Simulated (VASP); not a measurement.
# Cu (I4/mmm) in VASP: single point with HF

Aim: the single point of Cu with HF.

All numbers are computed with VASP 6.6.1; they aren't measurements. Logs are shortened: lines on timing, memory, paths and dates and some standing lists are left out, and cuts for length are marked.

### Step 1. The cell of the first run

The structure is tetragonal, space group I4/mmm (No. 139). Conventional cell: a = 2.886 Å, b = 2.886 Å, c = 2.752 Å, α = 90.00°, β = 90.00°, γ = 90.00°. Cu (site symmetry 4/mmm) has 14 Cu at 2.46 to 2.89 Å within 3.2 Å.

### Step 2. Single point, HF

File POSCAR:

```
Cu
1.0
   -1.4427933200      1.4427933200      1.3760814500
    1.4427933200     -1.4427933200      1.3760814500
    1.4427933200      1.4427933200     -1.3760814500
Cu
1
Direct
    0.0000000000      0.0000000000      0.0000000000
```

File INCAR.step1:

```
PREC = Accurate ; ENCUT = 520
EDIFF = 1E-5 ; ISMEAR = -1
SIGMA = 0.05 ; LREAL = False
LASPH = True ; NELM = 60
ALGO = Normal ; ISIF = 2
LWAVE = True ; LCHARG = False
GGA = PE ; NBANDS = 12
```

File INCAR.step2:

```
PREC = Accurate ; ENCUT = 520
EDIFF = 1E-7 ; ISMEAR = -1
SIGMA = 0.05 ; LREAL = False
LASPH = True ; NELM = 60
ALGO = Normal ; ISIF = 2
LWAVE = False ; LCHARG = False
GGA = PE ; LHFCALC = True
AEXX = 1.0 ; ALDAC = 0.0
AGGAC = 0.0 ; PRECFOCK = Normal
ISTART = 1 ; NBANDS = 12
```

File KPOINTS:

```
regular mesh
0
Gamma
  7 7 7
```

Potentials or basis: VASP PAW PBE potentials, release 64 (Cu).

Run with:

```
$ cat potpaw_PBE.64/Cu/POTCAR > POTCAR
$ cp INCAR.step1 INCAR
$ mpirun -np 1 vasp_std > vasp.out
$ cp INCAR.step2 INCAR
$ mpirun -np 1 vasp_std > vasp.out
```

OUTCAR:

```text
PREC = Accurate
   ENCUT = 520
   EDIFF = 1E-7
   ISMEAR = -1
   LREAL = False
   LASPH = True
   NELM = 60
   ISIF = 2
   GGA = PE
   LHFCALC = True
   AEXX = 1.0
   PRECFOCK = Normal
   ISTART = 1

 ion  position               nearest neighbor table
   1  0.000  0.000  0.000-

  LATTYP: Found a body centered tetragonal cell.
 ALAT       =     2.8855866400
 C/A-ratio  =     0.9537620052

  Lattice vectors:

 A1 = (  -1.4427933200,   1.4427933200,   1.3760814500)
 A2 = (   1.4427933200,  -1.4427933200,   1.3760814500)
 A3 = (   1.4427933200,   1.4427933200,  -1.3760814500)

Analysis of symmetry for initial positions (statically):
=====================================================================
 Subroutine PRICEL returns:
 Original cell was already a primitive cell.

 Routine SETGRP: Setting up the symmetry group for a
 body centered tetragonal supercell.

 Subroutine GETGRP returns: Found 16 space group operations
 (whereof 16 operations were pure point group operations)
 out of a pool of 16 trial point group operations.

The static configuration has the point symmetry D_4h.

Analysis of symmetry for dynamics (positions and initial velocities):
=====================================================================
 Subroutine PRICEL returns:
 Original cell was already a primitive cell.

 Routine SETGRP: Setting up the symmetry group for a
 body centered tetragonal supercell.

 Subroutine GETGRP returns: Found 16 space group operations
 (whereof 16 operations were pure point group operations)
 out of a pool of 16 trial point group operations.

The dynamic configuration has the point symmetry D_4h.

 Subroutine INISYM returns: Found 16 space group operations
 (whereof 16 operations are pure point group operations),
 and found     1 'primitive' translations

----------------------------------------------------------------------------------------

                                     Primitive cell

  volume of cell :      11.4581

[... 92 lines left out ...]
   ISIF   =      2    stress and relaxation
   ISYM   =      3    0-nonsym 1-usesym 2-fastsym
   POTIM  = 0.5000    time-step for ionic-motion
   TEBEG  =    0.0;   TEEND  =   0.0 temperature during run
   PSTRESS=    0.0 pullay stress
   NELECT =      11.0000    total number of electrons
   NUPDOWN=      -1.0000    fix difference up-down
   EMIN   =  10.00;   EMAX   =-10.00  energy-range for DOS
   EFERMI =   0.00;   METHOD = LEGACY
   ISMEAR =    -1;   SIGMA  =   0.05  broadening in eV -4-tet -1-fermi 0-gaus
   EFERMI_NEDOS =   21; number of points for ismear=-14 and -15
   IALGO  =     38    algorithm
   IMIX   =      1    mixing-type and parameters
     AMIX     =   0.40;   BMIX     =  1.00
     AMIX_MAG =   1.60;   BMIX_MAG =  1.00
  volume/ion in A,a.u.               =      11.46        77.32
  Fermi-wavevector in a.u.,A,eV,Ry     =   1.614984  3.051878 35.486359  2.608174
  Thomas-Fermi vector in A             =   2.709805
   LORBIT       =      0    0 simple, 1 ext, 2 COOP (PROOUT), +10 PAW based schemes
   GGA     = PE    functional components
   LHFCALC =     T    Hartree Fock is set to
   PRECFOCK=normal    Normal, Fast or Accurate (Low or Medium for compatibility)
   ENCUT4O =  -1.0   cutoff for four orbital integrals eV
   NKREDX  =     1    reduce k-point grid by
   NKREDY  =     1    reduce k-point grid by
   NKREDZ  =     1    reduce k-point grid by
   AEXX    =    1.0000 exact exchange contribution
   HFSCREEN=    0.0000 screening length (either q_TF or 0.3 A-1)
   HFSCREENC=   0.0000 screening length for correlation (either q_TF or 0.3 A-1)
   ENCUTFOCK=  -1.0 apply spherical cutoff to Coloumb kernel
   IVDW    =     0    specifies the selected vdW correction
   LEPSILON=     F    determine dielectric tensor
   LRPA    =     F    only Hartree local field effects (RPA)
 non-spin polarized calculation
  energy-cutoff  :      520.00
  volume of cell :       11.46
 maximum number of plane-waves:       325
  NGX = 14; NGY = 14; NGZ = 14

 number of electron      10.9999998 magnetization

 Free energy of the ion-electron system (eV)
  ---------------------------------------------------
  ext. energy  EPLUGINS =         0.00000000
  ---------------------------------------------------
  free energy    TOTEN  =        -3.63022416 eV

  energy without entropy =       -3.62877556  energy(sigma->0) =       -3.62949986

 E-fermi :   9.0091     XC(G=0):   0.0000

 val. band max:        7.1946697140   @ k =  -0.2857  -0.2857   0.2857
 cond. band min:       9.0485240517   @ k =  -0.4286   0.4286   0.1429
 fundamental gap:      1.8538543376
 Fermi energy:         9.0091011836

 k-point     1 :       0.0000    0.0000    0.0000
  band No.  band energies     occupation
      1      -6.3345      2.00000
      2      -2.8009      2.00000
      3      -2.5952      2.00000
      4      -2.5952      2.00000
      5      -1.5967      2.00000
      6      -1.4333      2.00000
      7      40.3224      0.00000
      8      40.3224      0.00000
      9      41.5647      0.00000
     10      45.2321      0.00000
     11      46.6626      0.00000
     12      46.6627      0.00000
[... 331 lines left out ...]
 k-point    24 :      -0.4286    0.4286    0.1429
  band No.  band energies     occupation
      1      -3.9398      2.00000
      2      -2.8578      2.00000
      3      -2.3563      2.00000
      4      -1.7145      2.00000
      5      -0.3102      2.00000
      6       9.0485      0.62500
      7      19.6964      0.00000
      8      31.8776      0.00000
      9      33.2125      0.00000
     10      41.2081      0.00000
     11      43.6488      0.00000
     12      45.1467      0.00000

 [... further k-points ...]

------------------------ aborting loop because EDIFF is reached ----------------------------------------

  FORCE on cell =-STRESS in cart. coord.  units (eV):
  Direction    XX          YY          ZZ          XY          YZ          ZX
  --------------------------------------------------------------------------------------
  -------------------------------------------------------------------------------------
  Total        2.3203936      2.3203936      1.8206547      0.0000000      0.0000000      0.0000000
  in kB      324.4590294    324.4590294    254.5808825      0.0000000      0.0000000      0.0000000
  external PRESSURE =     301.1663138 kB  Pullay stress =       0.0000000 kB

 VOLUME and BASIS-vectors are now :
 -----------------------------------------------------------------------------
  energy-cutoff  :      520.00
  volume of cell :       11.46
      direct lattice vectors                 reciprocal lattice vectors
    -1.442793320  1.442793320  1.376081450     0.000000000  0.346549983  0.363350585
     1.442793320 -1.442793320  1.376081450     0.346549983  0.000000000  0.363350585
     1.442793320  1.442793320 -1.376081450     0.346549983  0.346549983  0.000000000

 POSITION                                       TOTAL-FORCE (eV/Angst)
 -----------------------------------------------------------------------------------
      0.00000      0.00000      0.00000         0.000000     -0.000000     -0.000000
 -----------------------------------------------------------------------------------
    total drift:                               -0.000000     -0.000000     -0.000000

  FREE ENERGIE OF THE ION-ELECTRON SYSTEM (eV)
  ---------------------------------------------------
  free  energy   TOTEN  =        -3.6302241601 eV

  energy  without entropy=       -3.6287755622  energy(sigma->0) =       -3.62949986
```

Run time: 55 min. Hardware: 1 thread of Oxide Virtual Turin-like, shared host; peak memory 0.09 GiB.

What came out:

```yaml
Free_energy: -3.6302 eV
Pressure: 30.1 GPa
Band_gap_on_the_k_mesh: zero (an odd number of electrons rules out a gap without spin polarisation)
```

Stress tensor (GPa, compression positive):
```
32.45  0.00  0.00
 0.00 32.45  0.00
 0.00  0.00 25.46
```

Caveat: the k points lie up to 0.45 Å⁻¹ apart, too coarse for converged energies and pressures of a metal; the PAW data sets were made with another functional, which shifts forces and pressure a little.

The gap in the log of VASP goes by the Fermi energy; the results here count the filled bands.